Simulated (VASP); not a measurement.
Input of a VASP 6.6.1 run:

File INCAR:

```
PREC = Accurate ; ENCUT = 520
EDIFF = 1E-6 ; ISMEAR = -1
SIGMA = 0.05 ; LREAL = F
LASPH = T ; NELM = 100
ALGO = Normal ; ISIF = 2
LWAVE = F ; LCHARG = T
GGA = PE ; LELF = T
LVHAR = T ; NBANDS = 44
```

Contents of KPOINTS:

```
regular mesh
0
Gamma
  3 2 2
```

Contents of POSCAR:

```
CuO
1.0
    2.3418500000     -1.7113000000      0.0000000000
   -1.4918200000     -1.7113000000     -5.0578700000
    2.3418500000      5.1339000000      0.0000000000
Cu O
4 4
Direct
    0.3213271600      0.9565765600      0.2905417800
    0.6786728400      0.0434234400      0.7094582200
    0.3225567000      0.5218645100      0.6836463300
    0.6774433000      0.4781354900      0.3163536700
    0.4176716400      0.7073204800      0.0098998500
    0.4139283600      0.7926795200      0.6585001500
    0.2249395900      0.3481680500      0.0734239800
    0.9434604100      0.1518319500      0.2581760200
```

Potentials or basis: VASP PAW PBE potentials, release 64 (Cu, O).

Command:

```bash
$ cat potpaw_PBE.64/Cu/POTCAR potpaw_PBE.64/O/POTCAR > POTCAR
$ mpirun -np 1 vasp_std > vasp.out
```

Question: What does it give for the largest force?

Answer: 16.332 eV/Å.

Question: What does it give for the band gap on the k mesh?

Answer: Zero (band 34 reaches 5.79 eV, above the bottom of band 35 at 5.60 eV).

Question: Predict the pressure.

Answer: 56.9 GPa.

Stress tensor (GPa, compression positive):
```
48.85  2.93 -2.49
 2.93 40.85 21.18
-2.49 21.18 80.86
```

Caveat: the k points lie up to 0.74 Å⁻¹ apart; semilocal functionals often make such compounds metallic where correlation or magnetic order opens a gap, which also shifts bond lengths; forces of over 1 eV/Å act on the atoms, so gaps and moduli don't describe the material at rest. With open d or f shells a metallic result of PBE can be an artefact of self-interaction; +U or a hybrid may open a gap.
